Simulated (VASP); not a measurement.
# P in VASP: further runs, part 3 of 3

VASP 6.6.1.

## 7. Single point, r2SCAN

This run uses another cell than the first one.

The input, POSCAR:

```
P
1.0
    3.2961957556      0.0000000000      0.0000000000
    0.0000000000      4.4391263596      0.0000000000
    0.0000000000      0.0000000000     30.3376758692
P
4
Direct
    0.0000000000      0.5825038165      0.4650088327
    0.5000000000      0.9174961835      0.4650088327
    0.5000000000      0.0825038165      0.5349911673
    0.0000000000      0.4174961835      0.5349911673
```

The input, INCAR.step1:

```
SYSTEM = P
PREC     = Accurate       ! precision mode
ENCUT    = 440            ! plane-wave cutoff, eV
ISMEAR   = 0              ! smearing method
SIGMA    = 0.02           ! smearing width, eV
LREAL    = .FALSE.        ! projectors in reciprocal space
LASPH    = .TRUE.         ! aspherical terms in the spheres
NELM     = 120            ! most SCF steps
LDIPOL   = .TRUE.       
IDIPOL   = 3            
DIPOL    = 0.5 0.5 0.500
NBANDS   = 18             ! bands
GGA      = PE             ! functional
ALGO     = Normal         ! electronic algorithm
EDIFF    = 1E-5           ! SCF threshold, eV
LWAVE    = .TRUE.         ! write WAVECAR
LCHARG   = .FALSE.        ! write CHGCAR
GGA_COMPAT= .FALSE.      
NELMDL   = -8
```

The input, INCAR.step2:

```
SYSTEM = P
PREC     = Accurate       ! precision mode
ENCUT    = 440            ! plane-wave cutoff, eV
EDIFF    = 1E-6           ! SCF threshold, eV
ISMEAR   = 0              ! smearing method
SIGMA    = 0.02           ! smearing width, eV
LREAL    = .FALSE.        ! projectors in reciprocal space
LASPH    = .TRUE.         ! aspherical terms in the spheres
NELM     = 120            ! most SCF steps
ALGO     = Normal         ! electronic algorithm
ISIF     = 2              ! what is computed and relaxed
LWAVE    = .FALSE.        ! write WAVECAR
LCHARG   = .FALSE.        ! write CHGCAR
LDIPOL   = .TRUE.       
IDIPOL   = 3            
DIPOL    = 0.5 0.5 0.500
METAGGA  = R2SCAN         ! meta-GGA
LMIXTAU  = .TRUE.       
NBANDS   = 18             ! bands
ISTART   = 1            
GGA_COMPAT= .FALSE.
```

The input, KPOINTS:

```
regular mesh
0
G
  10 8 1
  0 0 0
```

Potentials or basis: VASP PAW PBE potentials, release 64 (P).

On the command line:

```
> cat potpaw_PBE.64/P/POTCAR > POTCAR
> cp INCAR.step1 INCAR
> mpirun -np 1 vasp_std > vasp.out
> cp INCAR.step2 INCAR
> mpirun -np 1 vasp_std > vasp.out
```

OUTCAR:

```text
SYSTEM = P
   PREC = Accurate
   ENCUT = 440
   EDIFF = 1E-6
   ISMEAR = 0
   LREAL = .FALSE.
   LASPH = .TRUE.
   NELM = 120
   ISIF = 2
   METAGGA = R2SCAN
   ISTART = 1

 ion  position               nearest neighbor table
   1  0.000  0.583  0.465-   2 2.22   2 2.22   4 2.25
   2  0.500  0.917  0.465-   1 2.22   1 2.22   3 2.25
   3  0.500  0.083  0.535-   4 2.22   4 2.22   2 2.25
   4  0.000  0.417  0.535-   3 2.22   3 2.22   1 2.25

  LATTYP: Found a simple orthorhombic cell.
 ALAT       =     3.2961957556
[... 711 lines left out ...]
  --------------------------------------------------------------------------------------
  -------------------------------------------------------------------------------------
  Total        0.1059557      0.1435977     -0.5805843      0.0000000      0.0000000      0.0000000
  in kB        0.3824212      0.5182811     -2.0954778      0.0000000      0.0000000      0.0000000
  external PRESSURE =      -0.3982585 kB  Pullay stress =       0.0000000 kB

 VOLUME and BASIS-vectors are now :
 -----------------------------------------------------------------------------
  energy-cutoff  :      440.00
  volume of cell :      443.91
      direct lattice vectors                 reciprocal lattice vectors
     3.296195756  0.000000000  0.000000000     0.303380040  0.000000000  0.000000000
     0.000000000  4.439126360  0.000000000     0.000000000  0.225269551  0.000000000
     0.000000000  0.000000000 30.337675869     0.000000000  0.000000000  0.032962314

 POSITION                                       TOTAL-FORCE (eV/Angst)
 -----------------------------------------------------------------------------------
      0.00000      2.58581     14.10729        -0.000000      0.341147      0.133409
      1.64810      4.07288     14.10729        -0.000000     -0.341147      0.133409
      1.64810      0.36624     16.23039         0.000000      0.341147     -0.133409
      0.00000      1.85332     16.23039         0.000000     -0.341147     -0.133409
 -----------------------------------------------------------------------------------
    total drift:                               -0.000000      0.000000     -0.000000

  FREE ENERGIE OF THE ION-ELECTRON SYSTEM (eV)
  ---------------------------------------------------
  free  energy   TOTEN  =       -35.7518939095 eV

  energy  without entropy=      -35.7518939095  energy(sigma->0) =      -35.75189391

 vacuum level on the upper side and lower side of the slab         1.894         1.894
```

It took 15 min on 1 thread of Intel Xeon 8259CL, shared host; peak memory 0.45 GiB.

What came out:

| Quantity | Value |
| --- | --- |
| Free energy | -35.7519 eV |
| Largest force | 0.366 eV/Å |
| Band gap on the k mesh | 0.92 eV |

Forces on the atoms (eV/Å):
```
P    0.000  0.341  0.133
P    0.000 -0.341  0.133
P    0.000  0.341 -0.133
P    0.000 -0.341 -0.133
```

Caveat: the PAW data sets were made with another functional, which shifts forces and pressure a little.

## 8. Summary

```csv
level,potentials or basis,cell,cutoff (eV),gap on the mesh (eV),largest force (eV/Å)
LDA,"VASP PAW LDA potentials, release 64 (P)","a = 3.271, b = 4.366, c = 30.338 Å, 4 atoms, atomic positions A",400,0.59,0.04
PBE+D3(BJ),"VASP PAW PBE potentials, release 64 (P)","a = 3.296, b = 4.439, c = 30.338 Å, 4 atoms, atomic positions B",400,0.75,0.05
PBE,"VASP PAW PBE potentials, release 64 (P)","a = 3.296, b = 4.439, c = 30.338 Å, 4 atoms, atomic positions B",400,0.75,0.06
LDA,"VASP PAW LDA potentials, release 64 (P)","a = 3.296, b = 4.439, c = 30.338 Å, 4 atoms, atomic positions B",400,0.66,0.24
PBE,"VASP PAW PBE potentials, release 64 (P)","a = 3.302, b = 4.627, c = 30.338 Å, 4 atoms, atomic positions C",400,0.92,0.05
r2SCAN,"VASP PAW PBE potentials, release 64 (P)","a = 3.296, b = 4.439, c = 30.338 Å, 4 atoms, atomic positions B",440,0.92,0.37
```

Alike in all rows: task single point; no spin polarisation; k mesh 10 × 8 × 1; smearing gaussian 0.02 eV.

Caveats: semilocal functionals underestimate gaps, and a narrow one can read as zero (at least some runs); the PAW data sets were made with another functional, which shifts forces and pressure a little (at least some runs).

Absolute energies hang on the potentials; compare differences alone.
